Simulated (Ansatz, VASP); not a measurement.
InSb in VASP and in Ansatz

INCAR

```
PREC = Accurate
ENCUT = 520
EDIFF = 1E-6
ISMEAR = 0
SIGMA = 0.15
LREAL = F
LASPH = T
NELM = 80
ALGO = Normal
ISIF = 2
LWAVE = F
LCHARG = F
GGA = PS
NBANDS = 16
```

The input KPOINTS:

```
Automatic mesh
0
Gamma
  12 12 12
```

File POSCAR:

```
InSb
1.0
    0.0000000000      3.2391000000      3.1419270000
    3.2391000000      0.0000000000      3.1419270000
    3.2391000000      3.2391000000      0.0000000000
In Sb
1 1
Direct
    0.0000000000      0.0000000000      0.0000000000
    0.7500000000      0.7500000000      0.7500000000
```

Input for Ansatz:

```yaml
crystal:
  lattice:
    - [0.0, 3.2391, 3.141927]
    - [3.2391, 0.0, 3.141927]
    - [3.2391, 3.2391, 0.0]
  atoms:
    - { symbol: In, position: [0.0, 0.0, 0.0] }
    - { symbol: Sb, position: [0.75, 0.75, 0.75] }
basis:
  ecutwfc: 420
kpoints:
  mp_grid: { grid: [12, 12, 12] }
hamiltonian:
  xc: pbesol
scf:
  occupations: { method: gaussian, width: 0.15 }
output:
  forces: true
  stress: true
  eigenvalues: true
```

Change from the starting cell: strain -0.0300 x Voigt [0, 0, 1, 0, 0, 0], atoms carried along.

Alike in both runs: task single point; functional PBEsol; k mesh 12 × 12 × 12; occupations gaussian, width 0.15 eV; no spin polarisation.

|  | VASP | Ansatz |
| --- | --- | --- |
| version | VASP 6.6.1 | Ansatz 0.2.0 |
| potentials or method | VASP PAW PBE potentials, release 64 (In_d, Sb), cutoff 520 eV | scalar-relativistic, plane waves, PAW |
| valence electrons in the cell | 18 | 28 |

```csv
,VASP,Ansatz,Ansatz less VASP
gap on the k mesh at the Fermi level (eV),none,none,-
pressure (GPa),2.4,2.4,-0.02
"traceless stress, the component that is largest in VASP (GPa)",0.51,0.51,-0.001
```

VASP's potentials were made for PBE, not for PBEsol. A gap of «none» marks a metal or a gap that the smearing closes. VASP's potentials hold 18 valence electrons a cell and Ansatz's 28, so a difference there can come from the potentials and not from the codes.

Spin-orbit coupling is off throughout.
